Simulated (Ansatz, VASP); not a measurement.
TiMoS4 in VASP and in Ansatz

INCAR

```
PREC = Accurate ; ENCUT = 520
EDIFF = 1E-7 ; ISMEAR = 0
SIGMA = 0.1 ; LREAL = False
LASPH = True ; NELM = 150
ALGO = Normal ; ISIF = 2
LWAVE = False ; LCHARG = False
ISPIN = 2 ; MAGMOM = 1 -1 0 0 0 0
LORBIT = 11 ; LMAXMIX = 4
GGA = PE ; NBANDS = 38
```

KPOINTS

```
Automatic mesh
0
Gamma
  4 4 4
```

The input POSCAR:

```
TiMoS4
1.0
    0.0000000000      3.8479112800      3.8479112800
    3.8479112800      0.0000000000      3.8479112800
    3.8479112800      3.8479112800      0.0000000000
Ti Mo S
1 1 4
Direct
    0.7500000000      0.7500000000      0.7500000000
    0.0000000000      0.0000000000      0.0000000000
    0.3748620500      0.3748620500      0.8754138400
    0.8754138400      0.3748620500      0.3748620500
    0.3748620500      0.3748620500      0.3748620500
    0.3748620500      0.8754138400      0.3748620500
```

Input for Ansatz:

```yaml
crystal:
  lattice:
    - [0.0, 3.84791128, 3.84791128]
    - [3.84791128, 0.0, 3.84791128]
    - [3.84791128, 3.84791128, 0.0]
  atoms:
    - { symbol: Ti, position: [0.75, 0.75, 0.75], spin: 1.0 }
    - { symbol: Mo, position: [0.0, 0.0, 0.0], spin: -1.0 }
    - { symbol: S, position: [0.37486205, 0.37486205, 0.87541384] }
    - { symbol: S, position: [0.87541384, 0.37486205, 0.37486205] }
    - { symbol: S, position: [0.37486205, 0.37486205, 0.37486205] }
    - { symbol: S, position: [0.37486205, 0.87541384, 0.37486205] }
basis:
  ecutwfc: 420
kpoints:
  mp_grid: { grid: [4, 4, 4] }
hamiltonian:
  xc: pbe
scf:
  occupations: { method: gaussian, width: 0.1 }
  lower_state_search: "off"
output:
  forces: true
  stress: true
  eigenvalues: true
  populations: true
magnetization:
  spin_polarized: true
```

Change from the starting cell: species swapped into the TmInCu4 type (F-43m, No. 216).

Alike in both runs: task single point; functional PBE; k mesh 4 × 4 × 4; occupations gaussian, width 0.1 eV; collinear spin.

```csv
,VASP,Ansatz
version,VASP 6.6.1,Ansatz 0.2.0
potentials or method,"VASP PAW PBE potentials, release 64 (Ti_sv, Mo_sv, S), cutoff 520 eV","scalar-relativistic, plane waves, PAW"
valence electrons in the cell,50,50
```

|  | VASP | Ansatz | Ansatz less VASP |
| --- | --- | --- | --- |
| gap on the k mesh at the Fermi level (eV) | none | none | - |
| pressure (GPa) | -8.5 | -8.5 | +0.01 |
| rms of the force components (eV/Å) | 0.008 | 0.008 | +0.0004 |
| net moment per atom (μB) | 0.28 | 0.28 | 0.000 |
| size of the moment on the site where the two differ most (μB) | 1.07 | 1.14 | +0.076 |

Site moments also hang on the region over which each program counts them. Atom by atom the forces differ by 0.000 eV/Å (rms over components). A gap of «none» marks a metal or a gap that the smearing closes. Ansatz's warnings: seeded moment not kept.
